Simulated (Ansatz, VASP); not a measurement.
**One calculation of Sb, two programs**

INCAR

```
PREC     = Accurate       # precision mode
ENCUT    = 520            # plane-wave cutoff, eV
EDIFF    = 1E-7           # SCF threshold, eV
ISMEAR   = 0              # smearing method
SIGMA    = 0.15           # smearing width, eV
LREAL    = False          # projectors in reciprocal space
LASPH    = True           # aspherical terms in the spheres
NELM     = 80             # most SCF steps
ALGO     = Normal         # electronic algorithm
ISIF     = 2              # what is computed and relaxed
LWAVE    = False          # write WAVECAR
LCHARG   = False          # write CHGCAR
GGA      = PS             # functional
NBANDS   = 8              # bands
```

Contents of KPOINTS:

```
Automatic mesh
0
Gamma
  16 16 16
```

File POSCAR:

```
Sb
1.0
    3.2153000000      0.0000000000      0.0000000000
    0.0000000000      3.1600000000      0.0000000000
    0.0000000000      0.0000000000      3.1600000000
Sb
1
Direct
    0.0000000000      0.0000000000      0.0000000000
```

Input for Ansatz:

```yaml
crystal:
  lattice:
    - [3.2153, 0.0, 0.0]
    - [0.0, 3.16, 0.0]
    - [0.0, 0.0, 3.16]
  atoms:
    - { symbol: Sb, position: [0.0, 0.0, 0.0] }
basis:
  ecutwfc: 420
kpoints:
  mp_grid: { grid: [16, 16, 16] }
hamiltonian:
  xc: pbesol
scf:
  occupations: { method: gaussian, width: 0.15 }
output:
  forces: true
  stress: true
  eigenvalues: true
```

Change from the starting cell: strain +0.0175 x Voigt [1, 0, 0, 0, 0, 0], atoms carried along.

Alike in both runs: task single point; functional PBEsol; k mesh 16 × 16 × 16; occupations gaussian, width 0.15 eV; no spin polarisation.

|  | VASP | Ansatz |
| --- | --- | --- |
| version | VASP 6.6.1 | Ansatz 0.2.0 |
| potentials or method | VASP PAW PBE potentials, release 64 (Sb), cutoff 520 eV | scalar-relativistic, plane waves, PAW |
| valence electrons in the cell | 5 | 15 |

Ansatz gave:

* gap on the k mesh at the Fermi level (eV): none
* pressure (GPa): -5.5
* traceless stress, the component that is largest in VASP (GPa): -0.89

**Question.** Estimate VASP's values.

**Answer.** gap on the k mesh at the Fermi level (eV): none; pressure (GPa): -5.5; traceless stress, the component that is largest in VASP (GPa): -0.90.

VASP's potentials were made for PBE, not for PBEsol. A gap of «none» marks a metal or a gap that the smearing closes. VASP's potentials hold 5 valence electrons a cell and Ansatz's 15, so a difference there can come from the potentials and not from the codes.

Spin-orbit coupling is off throughout.
